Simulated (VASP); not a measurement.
# Bi (Pm-3m) in VASP: notebook

Bi is run at these levels: LDA; tasks: single point.

All numbers are computed with VASP 6.6.1; they aren't measurements. Logs are shortened: lines on timing, memory, paths and dates and some standing lists are left out, and cuts for length are marked.

## 1. The cell of the first run

It takes space group Pm-3m (No. 221, cubic). Conventional cell: a = 2.571 Å, b = 2.571 Å, c = 2.571 Å, α = 90.00°, β = 90.00°, γ = 90.00°. Bi (site symmetry m-3m) has 6 Bi at 2.57 Å within 3.4 Å.

## 2. Single point, LDA (volume scaled by 0.52)

Input file INCAR:

```
SYSTEM = Bi
PREC     = Accurate       ! precision mode
ENCUT    = 520            ! plane-wave cutoff, eV
EDIFF    = 1E-7           ! SCF threshold, eV
ISMEAR   = -1             ! smearing method
SIGMA    = 0.05           ! smearing width, eV
LREAL    = .False.        ! projectors in reciprocal space
LASPH    = .True.         ! aspherical terms in the spheres
NELM     = 80             ! most SCF steps
ALGO     = Normal         ! electronic algorithm
ISIF     = 2              ! what is computed and relaxed
LWAVE    = .False.        ! write WAVECAR
LCHARG   = .False.        ! write CHGCAR
GGA      = CA             ! functional
NBANDS   = 14             ! bands
```

Input file KPOINTS:

```
regular mesh
0
Gamma
  12 12 12
  0 0 0
```

Input file POSCAR:

```
Bi
1.0
    2.5712432730      0.0000000000      0.0000000000
    0.0000000000      2.5712432730      0.0000000000
    0.0000000000      0.0000000000      2.5712432730
Bi
1
Direct
    0.0000000000      0.0000000000      0.0000000000
```

Potentials or basis: VASP PAW LDA potentials, release 64 (Bi_d).

On the command line:

```sh
> cat potpaw_LDA.64/Bi_d/POTCAR > POTCAR
> mpirun -np 1 vasp_std > vasp.out
```

OUTCAR:

```text
SYSTEM = Bi
   PREC = Accurate
   ENCUT = 520
   EDIFF = 1E-7
   ISMEAR = -1
   LREAL = .False.
   LASPH = .True.
   NELM = 80
   ISIF = 2
   GGA = CA

 ion  position               nearest neighbor table
   1  0.000  0.000  0.000-

  LATTYP: Found a simple cubic cell.
 ALAT       =     2.5712432730

  Lattice vectors:

 A1 = (   2.5712432730,   0.0000000000,   0.0000000000)
 A2 = (   0.0000000000,   2.5712432730,   0.0000000000)
 A3 = (   0.0000000000,   0.0000000000,   2.5712432730)

Analysis of symmetry for initial positions (statically):
=====================================================================
 Subroutine PRICEL returns:
 Original cell was already a primitive cell.

 Routine SETGRP: Setting up the symmetry group for a
 simple cubic supercell.

 Subroutine GETGRP returns: Found 48 space group operations
 (whereof 48 operations were pure point group operations)
 out of a pool of 48 trial point group operations.

The static configuration has the point symmetry O_h .

Analysis of symmetry for dynamics (positions and initial velocities):
=====================================================================
 Subroutine PRICEL returns:
 Original cell was already a primitive cell.

 Routine SETGRP: Setting up the symmetry group for a
 simple cubic supercell.

 Subroutine GETGRP returns: Found 48 space group operations
 (whereof 48 operations were pure point group operations)
 out of a pool of 48 trial point group operations.

The dynamic configuration has the point symmetry O_h .

 Subroutine INISYM returns: Found 48 space group operations
 (whereof 48 operations are pure point group operations),
 and found     1 'primitive' translations

----------------------------------------------------------------------------------------

                                     Primitive cell

  volume of cell :      16.9992

  direct lattice vectors                    reciprocal lattice vectors
     2.571243273  0.000000000  0.000000000     0.388916914  0.000000000  0.000000000
     0.000000000  2.571243273  0.000000000     0.000000000  0.388916914  0.000000000
     0.000000000  0.000000000  2.571243273     0.000000000  0.000000000  0.388916914

  length of vectors
     2.571243273  2.571243273  2.571243273     0.388916914  0.388916914  0.388916914

  position of ions in fractional coordinates (direct lattice)
     0.000000000  0.000000000  0.000000000

[... 76 lines left out ...]
   LREAL  =      F    real-space projection
   EDIFFG = 0.1E-05   stopping-criterion for IOM
   NSW    =      0    number of steps for IOM
   IBRION =     -1    ionic relax: 0-MD 1-quasi-New 2-CG
   NFREE  =      0    steps in history (QN), initial steepest desc. (CG)
   ISIF   =      2    stress and relaxation
   ISYM   =      2    0-nonsym 1-usesym 2-fastsym
   POTIM  = 0.5000    time-step for ionic-motion
   TEBEG  =    0.0;   TEEND  =   0.0 temperature during run
   PSTRESS=    0.0 pullay stress
   NELECT =      15.0000    total number of electrons
   NUPDOWN=      -1.0000    fix difference up-down
   EMIN   =  10.00;   EMAX   =-10.00  energy-range for DOS
   EFERMI =   0.00;   METHOD = LEGACY
   ISMEAR =    -1;   SIGMA  =   0.05  broadening in eV -4-tet -1-fermi 0-gaus
   EFERMI_NEDOS =   21; number of points for ismear=-14 and -15
   IALGO  =     38    algorithm
   IMIX   =      4    mixing-type and parameters
     AMIX     =   0.40;   BMIX     =  1.00
     AMIX_MAG =   1.60;   BMIX_MAG =  1.00
  volume/ion in A,a.u.               =      17.00       114.72
  Fermi-wavevector in a.u.,A,eV,Ry     =   1.570226  2.967296 33.546644  2.465609
  Thomas-Fermi vector in A             =   2.671991
   LORBIT       =      0    0 simple, 1 ext, 2 COOP (PROOUT), +10 PAW based schemes
   GGA     = CA    functional components
   LHFCALC =     F    Hartree Fock is set to
   AEXX    =    0.0000 exact exchange contribution
   IVDW    =     0    specifies the selected vdW correction
   LEPSILON=     F    determine dielectric tensor
   LRPA    =     F    only Hartree local field effects (RPA)
 non-spin polarized calculation
  energy-cutoff  :      520.00
  volume of cell :       17.00
 maximum number of plane-waves:       480
 NGX is ok and might be reduce to    20
   NGX =  9   NGY =  9   NGZ =  9

 number of electron      14.9999992 magnetization

 Free energy of the ion-electron system (eV)
  ---------------------------------------------------
  ext. energy  EPLUGINS =         0.00000000
  ---------------------------------------------------
  free energy    TOTEN  =         0.00727147 eV

  energy without entropy =        0.01181099  energy(sigma->0) =        0.00954123

 E-fermi :  18.8402     XC(G=0): -13.6175

 val. band max:       18.8377633814   @ k =   0.4167   0.2500   0.0000
 cond. band min:      18.8599736842   @ k =   0.3333   0.2500   0.2500
 fundamental gap:      0.0222103028
 Fermi energy:        18.8402081622

 k-point     1 :       0.0000    0.0000    0.0000
  band No.  band energies     occupation
      1      -7.9258      2.00000
      2      -7.9258      2.00000
      3      -5.4836      2.00000
      4      -5.4836      2.00000
      5      -5.4836      2.00000
      6      -2.3013      2.00000
      7      22.6046      0.00000
      8      22.6046      0.00000
      9      22.6046      0.00000
     10      28.9383      0.00000
     11      29.3955      0.00000
     12      29.3955      0.00000
     13      36.8775      0.00000
     14      36.8775      0.00000
[... 377 lines left out ...]
      1      -7.2385      2.00000
      2      -6.9554      2.00000
      3      -6.0676      2.00000
      4      -5.9320      2.00000
      5      -5.4325      2.00000
      6       5.3372      2.00000
      7      11.3899      2.00000
      8      15.7581      2.00000
      9      21.9935      0.00000
     10      29.5722      0.00000
     11      31.2606      0.00000
     12      31.5896      0.00000
     13      34.9379      0.00000
     14      39.8928      0.00000

 [... further k-points ...]
[... 5 lines left out ...]
  --------------------------------------------------------------------------------------
  -------------------------------------------------------------------------------------
  Total       18.0703149     18.0703149     18.0703149     -0.0000000      0.0000000     -0.0000000
  in kB     1703.1260778   1703.1260778   1703.1260778     -0.0000000      0.0000000     -0.0000000
  external PRESSURE =    1703.1260778 kB  Pullay stress =       0.0000000 kB

 VOLUME and BASIS-vectors are now :
 -----------------------------------------------------------------------------
  energy-cutoff  :      520.00
  volume of cell :       17.00
      direct lattice vectors                 reciprocal lattice vectors
     2.571243273  0.000000000  0.000000000     0.388916914  0.000000000  0.000000000
     0.000000000  2.571243273  0.000000000     0.000000000  0.388916914  0.000000000
     0.000000000  0.000000000  2.571243273     0.000000000  0.000000000  0.388916914

 POSITION                                       TOTAL-FORCE (eV/Angst)
 -----------------------------------------------------------------------------------
      0.00000      0.00000      0.00000         0.000000      0.000000      0.000000
 -----------------------------------------------------------------------------------
    total drift:                               -0.000000     -0.000000     -0.000000

  FREE ENERGIE OF THE ION-ELECTRON SYSTEM (eV)
  ---------------------------------------------------
  free  energy   TOTEN  =         0.0072714747 eV

  energy  without entropy=        0.0118109874  energy(sigma->0) =        0.00954123
```

OSZICAR:

```text
N       E                     dE             d eps       ncg     rms          rms(c)
DAV:   1     0.115359413461E+03    0.11536E+03   -0.76243E+03  2406   0.149E+03
DAV:   2     0.551226273347E+01   -0.10985E+03   -0.10525E+03  2610   0.359E+02
DAV:   3    -0.395441059973E-01   -0.55518E+01   -0.55312E+01  2868   0.767E+01
DAV:   4    -0.146541007371E+00   -0.10700E+00   -0.10696E+00  2944   0.106E+01
DAV:   5    -0.150185861016E+00   -0.36449E-02   -0.36447E-02  3146   0.182E+00    0.224E+00
DAV:   6    -0.473027413454E-01    0.10288E+00   -0.17480E-02  3136   0.136E+00    0.126E+00
DAV:   7     0.699347569912E-02    0.54296E-01   -0.28788E-02  3078   0.170E+00    0.108E-01
DAV:   8     0.726699719985E-02    0.27352E-03   -0.13296E-03  3036   0.335E-01    0.170E-02
DAV:   9     0.726975936095E-02    0.27622E-05   -0.17459E-05  3418   0.590E-02    0.557E-03
DAV:  10     0.727147782345E-02    0.17185E-05   -0.17501E-06  3414   0.232E-02    0.166E-03
DAV:  11     0.727147465363E-02   -0.31698E-08   -0.79180E-08  2172   0.309E-03
   1 F= 0.72714747E-02 E0= 0.95412310E-02  d E =-.453951E-02
```

Wall time 25 s (1 thread of AMD EPYC 7R13, shared host); peak memory 0.1 GiB.

Results:

```yaml
Free_energy: 0.0073 eV
Pressure: 170.3 GPa
```

Caveat: spin-orbit coupling is left out, which moves the levels of the heavy elements.

## 3. Single point, LDA (volume scaled by 0.6)

Input file INCAR:

```
PREC = Accurate
ENCUT = 520
EDIFF = 1E-6
ISMEAR = -1
SIGMA = 0.05
LREAL = False
LASPH = True
NELM = 60
ALGO = Normal
ISIF = 2
LWAVE = False
LCHARG = True
LELF = True
LVHAR = True
NBANDS = 14
```

Input file KPOINTS:

```
Automatic mesh
0
Gamma
  12 12 12
```

Input file POSCAR:

```
Bi
1.0
    2.6968645676      0.0000000000      0.0000000000
    0.0000000000      2.6968645676      0.0000000000
    0.0000000000      0.0000000000      2.6968645676
Bi
1
Direct
    0.0000000000      0.0000000000      0.0000000000
```

Potentials or basis: VASP PAW LDA potentials, release 64 (Bi_d).

On the command line:

```sh
> cat potpaw_LDA.64/Bi_d/POTCAR > POTCAR
> mpirun -np 1 vasp_std > vasp.out
```

OUTCAR:

```text
PREC = Accurate
   ENCUT = 520
   EDIFF = 1E-6
   ISMEAR = -1
   LREAL = False
   LASPH = True
   NELM = 60
   ISIF = 2

 ion  position               nearest neighbor table
   1  0.000  0.000  0.000-

  LATTYP: Found a simple cubic cell.
 ALAT       =     2.6968645676

  Lattice vectors:

 A1 = (   2.6968645676,   0.0000000000,   0.0000000000)
 A2 = (   0.0000000000,   2.6968645676,   0.0000000000)
 A3 = (   0.0000000000,   0.0000000000,   2.6968645676)

Analysis of symmetry for initial positions (statically):
=====================================================================
 Subroutine PRICEL returns:
 Original cell was already a primitive cell.

 Routine SETGRP: Setting up the symmetry group for a
 simple cubic supercell.

 Subroutine GETGRP returns: Found 48 space group operations
 (whereof 48 operations were pure point group operations)
 out of a pool of 48 trial point group operations.

The static configuration has the point symmetry O_h .

Analysis of symmetry for dynamics (positions and initial velocities):
=====================================================================
 Subroutine PRICEL returns:
 Original cell was already a primitive cell.

 Routine SETGRP: Setting up the symmetry group for a
 simple cubic supercell.

 Subroutine GETGRP returns: Found 48 space group operations
 (whereof 48 operations were pure point group operations)
 out of a pool of 48 trial point group operations.

The dynamic configuration has the point symmetry O_h .

 Subroutine INISYM returns: Found 48 space group operations
 (whereof 48 operations are pure point group operations),
 and found     1 'primitive' translations

----------------------------------------------------------------------------------------

[... 108 lines left out ...]
   IMIX   =      4    mixing-type and parameters
     AMIX     =   0.40;   BMIX     =  1.00
     AMIX_MAG =   1.60;   BMIX_MAG =  1.00
  volume/ion in A,a.u.               =      19.61       132.37
  Fermi-wavevector in a.u.,A,eV,Ry     =   1.497084  2.829078 30.494193  2.241260
  Thomas-Fermi vector in A             =   2.609017
   LORBIT       =      0    0 simple, 1 ext, 2 COOP (PROOUT), +10 PAW based schemes
   GGA     = CA    functional components
   LHFCALC =     F    Hartree Fock is set to
   AEXX    =    0.0000 exact exchange contribution
   IVDW    =     0    specifies the selected vdW correction
   LEPSILON=     F    determine dielectric tensor
   LRPA    =     F    only Hartree local field effects (RPA)
 non-spin polarized calculation
  energy-cutoff  :      520.00
  volume of cell :       19.61
 maximum number of plane-waves:       552
   NGX = 11   NGY = 11   NGZ = 11

 number of electron      15.0000004 magnetization

 Free energy of the ion-electron system (eV)
  ---------------------------------------------------
  ext. energy  EPLUGINS =         0.00000000
  ---------------------------------------------------
  free energy    TOTEN  =        -2.10937581 eV

  energy without entropy =       -2.10533492  energy(sigma->0) =       -2.10735537

 E-fermi :  15.5759     XC(G=0): -12.7899

 val. band max:       15.5703196842   @ k =   0.3333   0.2500   0.2500
 cond. band min:      15.6181706692   @ k =   0.1667   0.1667   0.0000
 fundamental gap:      0.0478509850
 Fermi energy:        15.5759346701

 k-point     1 :       0.0000    0.0000    0.0000
  band No.  band energies     occupation
      1      -9.8995      2.00000
      2      -9.8995      2.00000
      3      -8.2001      2.00000
      4      -8.2001      2.00000
      5      -8.2001      2.00000
      6      -3.4035      2.00000
      7      19.3732      0.00000
      8      19.3732      0.00000
      9      19.3732      0.00000
     10      24.8920      0.00000
     11      25.3837      0.00000
     12      25.3837      0.00000
     13      33.6131      0.00000
     14      33.6131      0.00000
[... 377 lines left out ...]
      1      -9.3887      2.00000
      2      -9.1723      2.00000
      3      -8.5970      2.00000
      4      -8.5047      2.00000
      5      -8.1257      2.00000
      6       3.0479      2.00000
      7       9.1042      2.00000
      8      12.6680      2.00000
      9      19.0147      0.00000
     10      26.5992      0.00000
     11      26.6008      0.00000
     12      28.4279      0.00000
     13      31.2928      0.00000
     14      35.3202      0.00000

 [... further k-points ...]
[... 5 lines left out ...]
  --------------------------------------------------------------------------------------
  -------------------------------------------------------------------------------------
  Total       11.7057618     11.7057618     11.7057618      0.0000000      0.0000000      0.0000000
  in kB      956.1650250    956.1650250    956.1650250      0.0000000      0.0000000      0.0000000
  external PRESSURE =     956.1650250 kB  Pullay stress =       0.0000000 kB

 VOLUME and BASIS-vectors are now :
 -----------------------------------------------------------------------------
  energy-cutoff  :      520.00
  volume of cell :       19.61
      direct lattice vectors                 reciprocal lattice vectors
     2.696864568  0.000000000  0.000000000     0.370800971  0.000000000  0.000000000
     0.000000000  2.696864568  0.000000000     0.000000000  0.370800971  0.000000000
     0.000000000  0.000000000  2.696864568     0.000000000  0.000000000  0.370800971

 POSITION                                       TOTAL-FORCE (eV/Angst)
 -----------------------------------------------------------------------------------
      0.00000      0.00000      0.00000         0.000000      0.000000      0.000000
 -----------------------------------------------------------------------------------
    total drift:                               -0.000000     -0.000000     -0.000000

  FREE ENERGIE OF THE ION-ELECTRON SYSTEM (eV)
  ---------------------------------------------------
  free  energy   TOTEN  =        -2.1093758121 eV

  energy  without entropy=       -2.1053349224  energy(sigma->0) =       -2.10735537
```

OSZICAR:

```text
N       E                     dE             d eps       ncg     rms          rms(c)
DAV:   1     0.111715863300E+03    0.11172E+03   -0.75425E+03  2488   0.144E+03
DAV:   2     0.344154661212E+01   -0.10827E+03   -0.10412E+03  2568   0.355E+02
DAV:   3    -0.208016951226E+01   -0.55217E+01   -0.55005E+01  2922   0.765E+01
DAV:   4    -0.219087344669E+01   -0.11070E+00   -0.11068E+00  2912   0.108E+01
DAV:   5    -0.219489687014E+01   -0.40234E-02   -0.40232E-02  3288   0.195E+00    0.172E+00
DAV:   6    -0.213900566029E+01    0.55891E-01   -0.11580E-02  3232   0.119E+00    0.965E-01
DAV:   7    -0.210950634572E+01    0.29499E-01   -0.16735E-02  3608   0.138E+00    0.894E-02
DAV:   8    -0.210938062902E+01    0.12572E-03   -0.85642E-04  3066   0.317E-01    0.119E-02
DAV:   9    -0.210937660540E+01    0.40236E-05   -0.16393E-05  3306   0.727E-02    0.627E-03
DAV:  10    -0.210937581211E+01    0.79329E-06   -0.13736E-06  2592   0.192E-02
   1 F= -.21093758E+01 E0= -.21073554E+01  d E =-.404089E-02
```

Wall time 26 s (1 thread of AMD EPYC 7R13, shared host); peak memory 0.1 GiB.

Results:

| Quantity | Value |
| --- | --- |
| Free energy | -2.1094 eV |
| Pressure | 95.6 GPa |

Caveat: spin-orbit coupling is left out, which moves the levels of the heavy elements.

## 4. Single point, LDA (volume scaled by 0.68)

Input file INCAR:

```
SYSTEM = Bi
PREC = Accurate ; ENCUT = 520
EDIFF = 1E-7 ; ISMEAR = -1
SIGMA = 0.05 ; LREAL = .False.
LASPH = .True. ; NELM = 80
ALGO = Normal ; ISIF = 2
LWAVE = .False. ; LCHARG = .False.
NBANDS = 14
```

Input file KPOINTS:

```
regular mesh
0
Gamma
  12 12 12
  0 0 0
```

Input file POSCAR:

```
Bi
1.0
    2.8117607109      0.0000000000      0.0000000000
    0.0000000000      2.8117607109      0.0000000000
    0.0000000000      0.0000000000      2.8117607109
Bi
1
Direct
    0.0000000000      0.0000000000      0.0000000000
```

On the command line:

```sh
> cat potpaw_LDA.64/Bi_d/POTCAR > POTCAR
> mpirun -np 1 vasp_std > vasp.out
```

It took 46 s on 1 thread of AMD EPYC 7R13, shared host; peak memory 0.11 GiB.

The run converged. Its results:

| Quantity | Value |
| --- | --- |
| Free energy | -3.2980 eV |
| Pressure | 53.7 GPa |

Levels at points of the mesh, in eV from the Fermi level:
```tsv
k point	band 3	band 4	band 5	band 6	band 7	band 8	band 9	band 10	band 11	band 12
(0.00, 0.00, 0.00)	-23.39	-23.39	-23.39	-17.33	3.74	3.74	3.74	8.63	9.25	9.25
(0.50, 0.00, 0.00)	-23.72	-23.72	-23.37	-13.35	-8.59	7.31	7.31	9.53	9.97	13.49
(0.50, 0.50, 0.00)	-23.68	-23.68	-23.03	-9.44	-5.56	-5.56	1.31	11.93	12.15	12.15
(0.50, 0.50, 0.50)	-24.13	-23.00	-23.00	-5.18	-2.56	-2.56	-2.56	4.53	5.19	5.19
```

Caveat: spin-orbit coupling is left out, which moves the levels of the heavy elements.

## 5. Overview

```csv
cell,gap on the mesh (eV),pressure (GPa)
"a = 2.571 Å, 1 atom",none,170.3
"a = 2.697 Å, 1 atom",none,95.6
"a = 2.812 Å, 1 atom",none,53.7
```

Alike in all rows: task single point; level LDA; potentials or basis VASP PAW LDA potentials, release 64 (Bi_d); no spin polarisation; k mesh 12 × 12 × 12; cutoff (eV) 520; smearing fermi-dirac 0.05 eV.

Caveats: spin-orbit coupling is left out, which moves the levels of the heavy elements.

Absolute energies hang on the potentials; compare differences alone.
